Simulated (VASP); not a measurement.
A run of VASP 6.6.1:

File INCAR:

```
ALGO     = Normal         # electronic algorithm
EDIFF    = 1E-7           # SCF threshold, eV
ENCUT    = 520            # plane-wave cutoff, eV
GGA      = PE             # functional
ISIF     = 2              # what is computed and relaxed
ISMEAR   = 0              # smearing method
LASPH    = T              # aspherical terms in the spheres
LCHARG   = F              # write CHGCAR
LREAL    = F              # projectors in reciprocal space
LWAVE    = F              # write WAVECAR
NBANDS   = 16             # bands
NELM     = 60             # most SCF steps
PREC     = Accurate       # precision mode
SIGMA    = 0.1            # smearing width, eV
```

KPOINTS

```
k-points
0
Gamma
  6 6 4
```

The input POSCAR:

```
Na2N
1.0
    3.6922218465     -0.0000000032      0.0000000000
   -1.8461109205      3.1975579171      0.0000000000
    0.0000000000      0.0000000000      5.5416351878
Na N
2 1
Direct
    0.3333333333      0.6666666667      0.1988782619
    0.6666666667      0.3333333333      0.8011217381
    0.0000000000      0.0000000000      0.0000000000
```

Potentials or basis: VASP PAW PBE potentials, release 64 (Na_pv, N).

The run is started by

```console
$ cat potpaw_PBE.64/Na_pv/POTCAR potpaw_PBE.64/N/POTCAR > POTCAR
$ mpirun -np 1 vasp_std > vasp.out
```

Hardware: 1 thread of Intel(R) Xeon(R) 6975P-C (Granite Rapids), with other jobs on the host.

**Question.** How long does it take, and how much memory?

**Answer.** Wall time 16 s on 1 thread of Intel(R) Xeon(R) 6975P-C (Granite Rapids), with other jobs on the host, peak memory 0.17 GiB. Counts: scf iterations 17, k points 24.
